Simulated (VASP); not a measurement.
Here is a VASP 6.6.1 calculation.

INCAR

```
PREC = Accurate
ENCUT = 600
EDIFF = 1E-6
ISMEAR = 0
SIGMA = 0.02
LREAL = False
LASPH = True
NELM = 120
ALGO = Normal
ISIF = 2
LWAVE = False
LCHARG = False
GGA = PE
NBANDS = 27
GGA_COMPAT = False
```

The input KPOINTS:

```
regular mesh
0
Gamma
  6 6 6
```

POSCAR

```
BaHfO3
1.0
    4.2060992453      0.0000000000      0.0000000000
    0.0000000000      4.2060992453      0.0000000000
    0.0000000000      0.0000000000      4.2060663988
Ba Hf O
1 1 3
Direct
    0.5000000000      0.5000000000      0.9979803867
    0.0000000000      0.0000000000      0.4979931190
    0.0000000000      0.5000000000      0.4980209710
    0.5000000000      0.0000000000      0.4980209710
    0.0000000000      0.0000000000      0.9980063423
```

Potentials or basis: VASP PAW PBE potentials, release 64 (Ba_sv, Hf_pv, O).

The run is started by

```sh
$ cat potpaw_PBE.64/Ba_sv/POTCAR potpaw_PBE.64/Hf_pv/POTCAR potpaw_PBE.64/O/POTCAR > POTCAR
$ mpirun -np 1 vasp_std > vasp.out
```

Question: What does it give for the band gap on the k mesh?

Answer: 3.54 eV, indirect (least direct gap 3.78 eV).

Question: Estimate the pressure.

Answer: -0.7 GPa.

Caveat: spin-orbit coupling is left out, which moves the levels of the heavy elements. PBE gaps usually lie below the measured ones, often by a third to a half.
